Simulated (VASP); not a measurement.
# P in VASP: single point with PBEsol

Aim: the single point of P with PBEsol.

Program: VASP 6.6.1. These are calculated values, not measurements. Logs are shortened: lines on timing, memory, paths and dates and some standing lists are left out, and cuts for length are marked.

## 1. The cell of the first run

The cell holds a slab with vacuum, 4 atoms: a = 3.247 Å, b = 35.243 Å, c = 4.667 Å, α = 90.62°, β = 89.27°, γ = 89.91°.

## 2. Single point, PBEsol (atoms moved at random and the cell strained at random)

The input, INCAR:

```
PREC = Accurate
ENCUT = 520
EDIFF = 1E-7
ISMEAR = 0
SIGMA = 0.05
LREAL = F
LASPH = T
NELM = 100
ALGO = Normal
ISIF = 2
LWAVE = F
LCHARG = F
GGA = PS
NBANDS = 18
```

The input, KPOINTS:

```
regular mesh
0
Gamma
  8 1 6
```

The input, POSCAR:

```
P
1.0
    3.2472216892      0.0026272243      0.0208827160
    0.0278881946     35.2422347915     -0.1903147246
    0.0294575304     -0.0252905626      4.6665812596
P
4
Direct
    0.0065949727      0.9698975608      0.5918236990
    0.0017931715      0.0299103841      0.4069994108
    0.4951122991      0.0286769717      0.0896230459
    0.4964995567      0.9715150834      0.9115538442
```

Potentials or basis: VASP PAW PBE potentials, release 64 (P).

Launch:

```bash
cat potpaw_PBE.64/P/POTCAR > POTCAR
mpirun -np 1 vasp_std > vasp.out
```

OUTCAR:

```text
PREC = Accurate
   ENCUT = 520
   EDIFF = 1E-7
   ISMEAR = 0
   LREAL = F
   LASPH = T
   NELM = 100
   ISIF = 2
   GGA = PS

 ion  position               nearest neighbor table
   1  0.007  0.970  0.592-   4 2.20   4 2.22   2 2.29
   2  0.002  0.030  0.407-   3 2.17   3 2.23   1 2.29
   3  0.495  0.029  0.090-   2 2.17   4 2.17   2 2.23
   4  0.496  0.972  0.912-   3 2.17   1 2.20   1 2.22

  LATTYP: Found a triclinic cell.
 ALAT       =     4.6667427625
 B/A-ratio  =     7.6285306600
 C/A-ratio  =     0.6958364890
 COS(alpha) =     0.0001199385
 COS(beta)  =     0.0127382990
 COS(gamma) =     0.1417923709

  Lattice vectors:

 A1 = (   0.0294575304,  -0.0252905626,   4.6665812596)
 A2 = (   0.0015693358, -35.2675253541,   4.8568959842)
 A3 = (   3.2472216892,   0.0026272243,   0.0208827160)

Analysis of symmetry for initial positions (statically):
=====================================================================
 Subroutine PRICEL returns:
 Original cell was already a primitive cell.

 Routine SETGRP: Setting up the symmetry group for a
 triclinic supercell.

 Subroutine GETGRP returns: Found  1 space group operations
 (whereof  1 operations were pure point group operations)
 out of a pool of  2 trial point group operations.

The static configuration has the point symmetry C_1 .

Analysis of symmetry for dynamics (positions and initial velocities):
=====================================================================
 Subroutine PRICEL returns:
 Original cell was already a primitive cell.

 Routine SETGRP: Setting up the symmetry group for a
 triclinic supercell.

 Subroutine GETGRP returns: Found  1 space group operations
 (whereof  1 operations were pure point group operations)
 out of a pool of  2 trial point group operations.

The dynamic configuration has the point symmetry C_1 .

 Subroutine INISYM returns: Found  1 space group operations
 (whereof  1 operations are pure point group operations),
 and found     1 'primitive' translations

----------------------------------------------------------------------------------------

                                     Primitive cell

  volume of cell :     534.0028

  direct lattice vectors                    reciprocal lattice vectors
     3.247221689  0.002627224  0.020882716     0.307968285 -0.000254210 -0.001945410
     0.027888195 35.242234792 -0.190314725    -0.000023948  0.028375895  0.000153934
     0.029457530 -0.025290563  4.666581260    -0.001379119  0.001158377  0.214304620

  length of vectors
     3.247289899 35.242759690  4.666742762     0.307974534  0.028376323  0.214312188

  position of ions in fractional coordinates (direct lattice)
     0.006594973  0.969897561  0.591823699
     0.001793171  0.029910384  0.406999411
     0.495112299  0.028676972  0.089623046
     0.496499557  0.971515083  0.911553844

  ion indices of the primitive-cell ions
   primitive index   ion index
                 1           1
                 2           2
                 3           3
                 4           4

----------------------------------------------------------------------------------------

 KPOINTS: regular mesh

Automatic generation of k-mesh.
 Grid dimensions read from file:
 generate k-points for:    8    1    6

 Generating k-lattice:

  Cartesian coordinates                     Fractional coordinates (reciprocal lattice)
     0.038496036 -0.000031776 -0.000243176     0.125000000  0.000000000  0.000000000
    -0.000023948  0.028375895  0.000153934    -0.000000000  1.000000000 -0.000000000
    -0.000229853  0.000193063  0.035717437    -0.000000000  0.000000000  0.166666667

  Length of vectors
     0.038496817  0.028376323  0.035718698

  Shift w.r.t. Gamma in fractional coordinates (k-lattice)
     0.000000000  0.000000000  0.000000000

 Subroutine IBZKPT returns following result:
 ===========================================

 Found     26 irreducible k-points:

 Following reciprocal coordinates:
            Coordinates               Weight
  0.000000  0.000000  0.000000      1.000000
  0.125000  0.000000  0.000000      2.000000
  0.250000  0.000000  0.000000      2.000000
  0.375000  0.000000  0.000000      2.000000
  0.500000  0.000000  0.000000      1.000000
  0.000000 -0.000000  0.166667      2.000000
[... 16 lines left out ...]
  0.125000 -0.000000  0.500000      2.000000
  0.250000 -0.000000  0.500000      2.000000
 [... further k-points ...]
   k-points           NKPTS =     26   k-points in BZ     NKDIM =     26   number of bands    NBANDS=     18
   number of dos      NEDOS =    301   number of ions     NIONS =      4
   total plane-waves  NPLWV = 233280
   dimension x,y,z NGX =    24 NGY =  270 NGZ =   36
   dimension x,y,z NGXF=    48 NGYF=  540 NGZF=   72
   ions per type =               4
   NGX,Y,Z   is equivalent  to a cutoff of  12.29, 12.74, 12.82 a.u.
   NGXF,Y,Z  is equivalent  to a cutoff of  24.57, 25.47, 25.65 a.u.
 SYSTEM =  unknown system
   PREC   = accura    normal or accurate (medium, high low for compatibility)
   ISTART =      0    job   : 0-new  1-cont  2-samecut
   ICHARG =      2    charge: 1-file 2-atom 10-const
   ISPIN  =      1    spin polarized calculation?
   LNONCOLLINEAR =      F non collinear calculations
   LSORBIT =      F    spin-orbit coupling
   LASPH  =      T    aspherical Exc in radial PAW
   ENCUT  =  520.0 eV  38.22 Ry    6.18 a.u.   6.04 65.53  8.68*2*pi/ulx,y,z
   NELM   =    100;   NELMIN=  2; NELMDL= -5     # of ELM steps
   EDIFF  = 0.1E-06   stopping-criterion for ELM
   LREAL  =      F    real-space projection
   EDIFFG = 0.1E-05   stopping-criterion for IOM
   NSW    =      0    number of steps for IOM
   IBRION =     -1    ionic relax: 0-MD 1-quasi-New 2-CG
   NFREE  =      0    steps in history (QN), initial steepest desc. (CG)
   ISIF   =      2    stress and relaxation
   ISYM   =      2    0-nonsym 1-usesym 2-fastsym
   POTIM  = 0.5000    time-step for ionic-motion
   TEBEG  =    0.0;   TEEND  =   0.0 temperature during run
   PSTRESS=    0.0 pullay stress
   NELECT =      20.0000    total number of electrons
   NUPDOWN=      -1.0000    fix difference up-down
   EMIN   =  10.00;   EMAX   =-10.00  energy-range for DOS
   EFERMI =   0.00;   METHOD = LEGACY
   ISMEAR =     0;   SIGMA  =   0.05  broadening in eV -4-tet -1-fermi 0-gaus
   EFERMI_NEDOS =   21; number of points for ismear=-14 and -15
   IALGO  =     38    algorithm
   IMIX   =      4    mixing-type and parameters
     AMIX     =   0.40;   BMIX     =  1.00
     AMIX_MAG =   1.60;   BMIX_MAG =  1.00
  volume/ion in A,a.u.               =     133.50       900.91
  Fermi-wavevector in a.u.,A,eV,Ry     =   0.547735  1.035069  4.081930  0.300013
  Thomas-Fermi vector in A             =   1.578116
   LORBIT       =      0    0 simple, 1 ext, 2 COOP (PROOUT), +10 PAW based schemes
   GGA     = PS    functional components
   LHFCALC =     F    Hartree Fock is set to
   AEXX    =    0.0000 exact exchange contribution
   IVDW    =     0    specifies the selected vdW correction
   LEPSILON=     F    determine dielectric tensor
   LRPA    =     F    only Hartree local field effects (RPA)
 non-spin polarized calculation
 Gauss-broadening in eV      SIGMA  =   0.05
  energy-cutoff  :      520.00
  volume of cell :      534.00
 maximum number of plane-waves:     14437
   NGX = 13   NGY =131   NGZ = 17

 number of electron      19.9999997 magnetization

 Free energy of the ion-electron system (eV)
  ---------------------------------------------------
  ext. energy  EPLUGINS =         0.00000000
  ---------------------------------------------------
  free energy    TOTEN  =       -22.76973079 eV

  energy without entropy =      -22.76973079  energy(sigma->0) =      -22.76973079

 E-fermi :  -3.3047     XC(G=0):  -1.7379

 val. band max:       -3.5278246466   @ k =   0.0000   0.0000   0.0000
 cond. band min:      -2.5702744600   @ k =   0.0000   0.0000   0.0000
 fundamental gap:      0.9575501866
 Fermi energy:        -3.3047483985

 k-point     1 :       0.0000    0.0000    0.0000
  band No.  band energies     occupation
      1     -18.6704      2.00000
      2     -16.1279      2.00000
      3     -12.8909      2.00000
      4      -9.3025      2.00000
      5      -8.2105      2.00000
      6      -8.1942      2.00000
[... 10 lines left out ...]
     17       1.6207      0.00000
     18       1.7542      0.00000

 k-point     2 :       0.1250    0.0000    0.0000
  band No.  band energies     occupation
      1     -18.4782      2.00000
      2     -15.9272      2.00000
      3     -12.9356      2.00000
      4      -9.1603      2.00000
      5      -8.3241      2.00000
      6      -8.0349      2.00000
[... 10 lines left out ...]
     17       1.7670      0.00000
     18       1.8431      0.00000

 k-point     3 :       0.2500    0.0000    0.0000
  band No.  band energies     occupation
      1     -17.9084      2.00000
      2     -15.3283      2.00000
      3     -13.3184      2.00000
      4      -9.4601      2.00000
      5      -9.0232      2.00000
      6      -8.7564      2.00000
[... 10 lines left out ...]
     17       2.0502      0.00000
     18       2.5091      0.00000

 k-point     4 :       0.3750    0.0000    0.0000
  band No.  band energies     occupation
      1     -16.9874      2.00000
      2     -14.4144      2.00000
      3     -14.3031      2.00000
      4     -11.2842      2.00000
      5      -9.1882      2.00000
      6      -8.4074      2.00000
[... 375 lines left out ...]
      4     -11.8369      2.00000
      5      -6.5186      2.00000
      6      -6.3973      2.00000
[... 10 lines left out ...]
     17       2.2061      0.00000
     18       2.2862      0.00000

 k-point    23 :       0.1250   -0.0000    0.5000
  band No.  band energies     occupation
      1     -17.5186      2.00000
      2     -17.2392      2.00000
      3     -12.0744      2.00000
      4     -11.7425      2.00000
      5      -7.3853      2.00000
      6      -7.2591      2.00000
[... 10 lines left out ...]
     17       2.5210      0.00000
     18       2.5946      0.00000

 k-point    24 :       0.2500   -0.0000    0.5000
  band No.  band energies     occupation
      1     -16.9837      2.00000
      2     -16.6858      2.00000
      3     -12.0475      2.00000
      4     -11.7021      2.00000
      5      -9.0113      2.00000
      6      -8.9193      2.00000
[... 10 lines left out ...]
     17       2.9143      0.00000
     18       2.9789      0.00000

 [... further k-points ...]
[... 5 lines left out ...]
  --------------------------------------------------------------------------------------
  -------------------------------------------------------------------------------------
  Total        0.3802544      0.7618860     -0.5633610      0.0554410      0.5347479     -0.5748497
  in kB        1.1408833      2.2858987     -1.6902612      0.1663404      1.6044128     -1.7247307
  external PRESSURE =       0.5788403 kB  Pullay stress =       0.0000000 kB

 VOLUME and BASIS-vectors are now :
 -----------------------------------------------------------------------------
  energy-cutoff  :      520.00
  volume of cell :      534.00
      direct lattice vectors                 reciprocal lattice vectors
     3.247221689  0.002627224  0.020882716     0.307968285 -0.000254210 -0.001945410
     0.027888195 35.242234792 -0.190314725    -0.000023948  0.028375895  0.000153934
     0.029457530 -0.025290563  4.666581260    -0.001379119  0.001158377  0.214304620

 POSITION                                       TOTAL-FORCE (eV/Angst)
 -----------------------------------------------------------------------------------
      0.06590     34.16641      2.57735        -0.178202      0.379952     -0.064732
      0.01865      1.04382      1.89364        -0.404859     -0.363740      0.228999
      1.61118      1.00967      0.42311         0.434389      0.769245      0.028459
      1.66619     34.21661      4.07931         0.148672     -0.785458     -0.192726
 -----------------------------------------------------------------------------------
    total drift:                               -0.000048      0.000107      0.000043

  FREE ENERGIE OF THE ION-ELECTRON SYSTEM (eV)
  ---------------------------------------------------
  free  energy   TOTEN  =       -22.7697307878 eV

  energy  without entropy=      -22.7697307878  energy(sigma->0) =      -22.76973079
```

Wall time 7.7 min (1 thread of Intel Xeon Platinum 8488C (Sapphire Rapids), shared host); peak memory 0.58 GiB.

What came out:

```yaml
Free_energy: -22.7697 eV
Largest_force: 0.884 eV/Å
Band_gap_on_the_k_mesh: 0.96 eV
```

Forces in eV/Å, atoms in the order of the input:
```
P   -0.178  0.380 -0.065
P   -0.405 -0.364  0.229
P    0.434  0.769  0.028
P    0.149 -0.785 -0.193
```

Caveat: the cell differs from its parent crystal (atoms moved at random and the cell strained at random); the PAW data sets were made with another functional, which shifts forces and pressure a little.
